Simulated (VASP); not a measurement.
# Zn (P6_3/mmc) in VASP: further runs, part 2 of 2

VASP 6.6.1. Earlier steps stand in the parts before.

## 4. Relaxation of shape and atoms at fixed volume, PBE (13.50 Å³/atom)

This run uses another cell than the first one, of 13.50 Å³/atom.

The input, INCAR:

```
SYSTEM = Zn
PREC     = Accurate       ! precision mode
ENCUT    = 600            ! plane-wave cutoff, eV
EDIFF    = 1E-6           ! SCF threshold, eV
ISMEAR   = 0              ! smearing method
SIGMA    = 0.1            ! smearing width, eV
LREAL    = .False.        ! projectors in reciprocal space
LASPH    = .True.         ! aspherical terms in the spheres
NELM     = 100            ! most SCF steps
ALGO     = Normal         ! electronic algorithm
ISIF     = 4              ! what is computed and relaxed
LWAVE    = .False.        ! write WAVECAR
LCHARG   = .False.        ! write CHGCAR
GGA      = PE             ! functional
IBRION   = 2              ! ionic algorithm
NSW      = 50             ! ionic steps
EDIFFG   = -0.01          ! ionic threshold
```

The input, KPOINTS:

```
regular mesh
0
Gamma
  18 18 8
  0 0 0
```

The input, POSCAR:

```
Zn
1.0
    2.5770389571      0.0000000000      0.0000000000
   -1.2885194786      2.2317812034      0.0000000000
    0.0000000000      0.0000000000      4.6937576305
Zn
2
Direct
    0.3333333333      0.6666666667      0.2500000000
    0.6666666667      0.3333333333      0.7500000000
```

Potentials or basis: VASP PAW PBE potentials, release 64 (Zn).

Command:

```bash
cat potpaw_PBE.64/Zn/POTCAR > POTCAR
mpirun -np 1 vasp_std > vasp.out
```

OUTCAR:

```text
SYSTEM = Zn
   PREC = Accurate
   ENCUT = 600
   EDIFF = 1E-6
   ISMEAR = 0
   LREAL = .False.
   LASPH = .True.
   NELM = 100
   ISIF = 4
   GGA = PE
   IBRION = 2
   NSW = 50
   EDIFFG = -0.01

 ion  position               nearest neighbor table
   1  0.333  0.667  0.250-   2 2.78   2 2.78   2 2.78   2 2.78   2 2.78   2 2.78
   2  0.667  0.333  0.750-   1 2.78   1 2.78   1 2.78   1 2.78   1 2.78   1 2.78

  LATTYP: Found a hexagonal cell.
 ALAT       =     2.5770389571
 C/A-ratio  =     1.8213762805

  Lattice vectors:

 A1 = (   2.5770389571,   0.0000000000,   0.0000000000)
 A2 = (  -1.2885194786,   2.2317812034,   0.0000000000)
 A3 = (   0.0000000000,   0.0000000000,   4.6937576305)

Analysis of symmetry for initial positions (statically):
=====================================================================
 Subroutine PRICEL returns:
 Original cell was already a primitive cell.

 Routine SETGRP: Setting up the symmetry group for a
 hexagonal supercell.

 Subroutine GETGRP returns: Found 24 space group operations
 (whereof 12 operations were pure point group operations)
 out of a pool of 24 trial point group operations.
[... 174 lines left out ...]
  -------------------------------------------------------------------------------------
  Total        2.0203808      2.0203808      1.7914642     -0.0000000     -0.0000000      0.0000000
  in kB      119.9086602    119.9086602    106.3225675     -0.0000000     -0.0000000      0.0000000
  external PRESSURE =     115.3799626 kB  Pullay stress =       0.0000000 kB
[... 95 lines left out ...]
--------------------------------------- Ionic step        4  -------------------------------------------

 number of electron      24.0000015 magnetization

 Free energy of the ion-electron system (eV)
  ---------------------------------------------------
  ext. energy  EPLUGINS =         0.00000000
  ---------------------------------------------------
  free energy    TOTEN  =        -2.10801269 eV

  energy without entropy =       -2.10532258  energy(sigma->0) =       -2.10666763

 E-fermi :   4.1146     XC(G=0): -12.1986

 val. band max:        4.1139021128   @ k =   0.2778   0.1111   0.0000
 cond. band min:       4.1326150724   @ k =   0.3333   0.2222   0.1250
 fundamental gap:      0.0187129597
 Fermi energy:         4.1145977847

 k-point     1 :       0.0000    0.0000    0.0000
  band No.  band energies     occupation
      1      -7.3728      2.00000
      2      -5.0831      2.00000
      3      -4.1942      2.00000
      4      -3.9848      2.00000
      5      -3.9848      2.00000
      6      -3.9064      2.00000
[... 433 lines left out ...]
      3      -4.5844      2.00000
      4      -3.9740      2.00000
      5      -3.8977      2.00000
      6      -3.8305      2.00000
[... 8 lines left out ...]
     15      10.4361      0.00000
     16      11.2723      0.00000

 [... further k-points ...]

------------------------ aborting loop because EDIFF is reached ----------------------------------------

  FORCE on cell =-STRESS in cart. coord.  units (eV):
  Direction    XX          YY          ZZ          XY          YZ          ZX
  --------------------------------------------------------------------------------------
  -------------------------------------------------------------------------------------
  Total        1.8576723      1.8576723      1.8795787     -0.0000000     -0.0000000      0.0000000
  in kB      110.2519859    110.2519859    111.5521223     -0.0000000     -0.0000000      0.0000000
  external PRESSURE =     110.6853647 kB  Pullay stress =       0.0000000 kB
[... 17 lines left out ...]
  FREE ENERGIE OF THE ION-ELECTRON SYSTEM (eV)
  ---------------------------------------------------
  free  energy   TOTEN  =        -2.1080126917 eV

  energy  without entropy=       -2.1053225771  energy(sigma->0) =       -2.10666763

 reached required accuracy - stopping structural energy minimisation
```

OSZICAR:

```text
N       E                     dE             d eps       ncg     rms          rms(c)
DAV:   1     0.100851910265E+03    0.10085E+03   -0.14119E+04  6064   0.270E+03
DAV:   2     0.349713787738E+00   -0.10050E+03   -0.99072E+02  6008   0.319E+02
[... 23 lines left out ...]
   3 F= -.21081372E+01 E0= -.21070882E+01  d E =-.100142E-02
       N       E                     dE             d eps       ncg     rms          rms(c)
DAV:   1    -0.213341510969E+01   -0.25278E-01   -0.55644E-01  6936   0.723E+00    0.102E+00
DAV:   2    -0.211685468586E+01    0.16560E-01   -0.14819E-02  6648   0.242E+00    0.613E-01
DAV:   3    -0.210791169277E+01    0.89430E-02   -0.11052E-02  8336   0.201E+00    0.640E-02
DAV:   4    -0.210801347190E+01   -0.10178E-03   -0.12849E-03  6408   0.442E-01    0.364E-02
DAV:   5    -0.210801269169E+01    0.78020E-06   -0.84805E-06  7112   0.959E-02
   4 F= -.21080127E+01 E0= -.21066676E+01  d E =-.876860E-03
```

Run time: 3.2 min. Hardware: 1 thread of Intel Xeon 8259CL, shared host; peak memory 0.22 GiB.

What came out:

| Property | Result |
| --- | --- |
| Free energy | -2.1080 eV |
| Energy gained by relaxing | 0.4 meV/atom |
| Ionic steps | 4 |
| Pressure after relaxing | 11.1 GPa |
| Band gap on the k mesh | zero (bands 12 and 13 overlap by 3.89 eV) |

Step by step:
| step | energy change (eV) | largest force (eV/Å) | pressure (GPa) | volume (Å³) |
| --- | --- | --- | --- | --- |
| 1 | 0.0000 | 0.0000 | 11.54 | 27.00 |
| 2 | -0.0006 | 0.0000 | 11.45 | 27.00 |
| 3 | -0.0010 | 0.0000 | 11.30 | 27.00 |
| 4 | -0.0009 | 0.0000 | 11.07 | 27.00 |

Final structure:
```yaml
crystal:
  lattice:
    - [2.59962, 0.00000, 0.00000]
    - [-1.29981, 2.25134, 0.00000]
    - [0.00000, 0.00000, 4.61258]
  atoms:
    - { symbol: Zn, position: [0.33333, 0.66667, 0.25000] }
    - { symbol: Zn, position: [0.66667, 0.33333, 0.75000] }
```

## 5. The runs side by side

```csv
cell,gap on the mesh (eV),pressure (GPa)
"relaxed from a = 2.674, b = 2.674, c = 5.250 Å, angles 90.0, 90.0, 120.0°, 2 atoms",none,-3.0
"relaxed from a = 2.695, b = 2.695, c = 5.366 Å, angles 90.0, 90.0, 120.0°, 2 atoms",none,-4.6
"relaxed from a = 2.577, b = 2.577, c = 4.694 Å, angles 90.0, 90.0, 120.0°, 2 atoms",none,11.1
```

Alike in all rows: task relaxation of shape and atoms at fixed volume; level PBE; potentials or basis VASP PAW PBE potentials, release 64 (Zn); no spin polarisation; k mesh 18 × 18 × 8; cutoff (eV) 600; smearing gaussian 0.1 eV.

Total energies depend on the potentials used, so only differences within one code and one set of settings carry meaning.
